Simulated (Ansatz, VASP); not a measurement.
# Two plane-wave programs on CoSi16

```
Si Co
1.0
     0.00000    5.43383   -5.43383
     5.43383    5.43383    0.00000
     5.43383    0.00000   -5.43383
Si Co
16 1
Direct
  0.12764 0.12904 0.12636
  0.12754 0.61862 0.12591
  0.61682 0.12897 0.12617
  0.62624 0.62764 0.11963
  0.12170 0.12246 0.63390
  0.12276 0.62793 0.62179
  0.62645 0.12483 0.62171
  0.62668 0.62779 0.62196
  0.24952 0.75292 0.24597
  0.24537 0.24739 0.26160
  0.75119 0.75289 0.24613
  0.75134 0.25103 0.24584
  0.25048 0.74647 0.75174
  0.25028 0.25169 0.75226
  0.75001 0.75206 0.74712
  0.74550 0.25152 0.75215
  0.99437 0.99600 0.01539
```

Alike in both runs: functional PBEsol; k mesh 3 × 3 × 3; occupations gaussian, width 0.02 eV; collinear spin.

Ansatz relaxed the structure, and its values are those at the end. VASP's run is a single point on that final structure, the one shown.

|  | VASP | Ansatz |
| --- | --- | --- |
| version | VASP 6.6.1 | Ansatz 0.2.0 |
| potentials or method | VASP PAW PBE potentials, release 64 (Si, Co), cutoff 520 eV | scalar-relativistic, plane waves, PAW |
| valence electrons in the cell | 73 | 81 |

|  | VASP | Ansatz | Ansatz less VASP |
| --- | --- | --- | --- |
| gap on the k mesh at the Fermi level (eV) | none | none | - |
| rms of the force components (eV/Å) | 0.006 | 0.005 | -0.0012 |
| net moment per atom (μB) | 0.06 | 0.06 | 0.000 |
| size of the moment on the site where the two differ most (μB) | 0.79 | 0.79 | +0.006 |

VASP's potentials were made for PBE, not for PBEsol. Site moments also hang on the region over which each program counts them. A gap of «none» marks a metal or a gap that the smearing closes. VASP's potentials hold 73 valence electrons a cell and Ansatz's 81, so a difference there can come from the potentials and not from the codes.
